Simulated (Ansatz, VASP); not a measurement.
Sc3C: VASP beside Ansatz

The input INCAR:

```
PREC = Accurate
ENCUT = 600
EDIFF = 1E-6
ISMEAR = 0
SIGMA = 0.1
LREAL = F
LASPH = T
NELM = 100
ALGO = Normal
ISIF = 3
LWAVE = F
LCHARG = F
GGA = PE
IBRION = 2
NSW = 100
EDIFFG = -0.01
```

File KPOINTS:

```
Automatic mesh
0
Gamma
  18 18 6
```

File POSCAR:

```
Sc3C
1.0
    3.3002954128      0.0000000000      0.0000000000
   -1.6501477064      2.8581396674      0.0000000000
    0.0000000000      0.0000000000      8.2338274786
Sc C
3 1
Direct
    0.6666666667      0.3333333333      0.0000000000
    0.0000000000      0.0000000000      0.6599860561
    0.0000000000      0.0000000000      0.3400139439
    0.6666666667      0.3333333333      0.5000000000
```

Input for Ansatz:

```yaml
crystal:
  lattice:
    - [3.3002954128, 0.0, 0.0]
    - [-1.6501477064, 2.8581396674, 0.0]
    - [0.0, 0.0, 8.2338274786]
  atoms:
    - { symbol: Sc, position: [0.6666666667, 0.3333333333, 0.0] }
    - { symbol: Sc, position: [0.0, 0.0, 0.6599860561] }
    - { symbol: Sc, position: [0.0, 0.0, 0.3400139439] }
    - { symbol: C, position: [0.6666666667, 0.3333333333, 0.5] }
basis:
  ecutwfc: 420
kpoints:
  mp_grid: { grid: [18, 18, 6] }
hamiltonian:
  xc: pbe
scf:
  occupations: { method: gaussian, width: 0.1 }
output:
  forces: true
  stress: true
  eigenvalues: true
  write_density: true
  write_potential: true
  elf: true
  volumetric_format: npy
relax:
  adjacent_minimum: "off"
  f_tol: 0.01
  max_steps: 80
  cell: { stress_tol: 0.05 }
```

Change from the starting cell: species swapped into the LiMg3 type (P-6m2, No. 187).

Alike in both runs: task relaxation of cell and atoms; functional PBE; k mesh 18 × 18 × 6; occupations gaussian, width 0.1 eV; no spin polarisation.

|  | VASP | Ansatz |
| --- | --- | --- |
| version | VASP 6.6.1 | Ansatz 0.2.0 |
| potentials or method | VASP PAW PBE potentials, release 64 (Sc_sv, C), cutoff 600 eV | scalar-relativistic, plane waves, PAW |
| valence electrons in the cell | 37 | 37 |

Ansatz gave:

- gap on the k mesh at the Fermi level, each at its own relaxed structure (eV): none
- relaxed volume (Å³/atom): 19.42
- relaxed cell length with the largest relative difference (Å): 3.309

Task: Which values does VASP return?

Result: gap on the k mesh at the Fermi level, each at its own relaxed structure (eV): none; relaxed volume (Å³/atom): 19.47; relaxed cell length with the largest relative difference (Å): 3.311.

A gap of «none» marks a metal or a gap that the smearing closes.
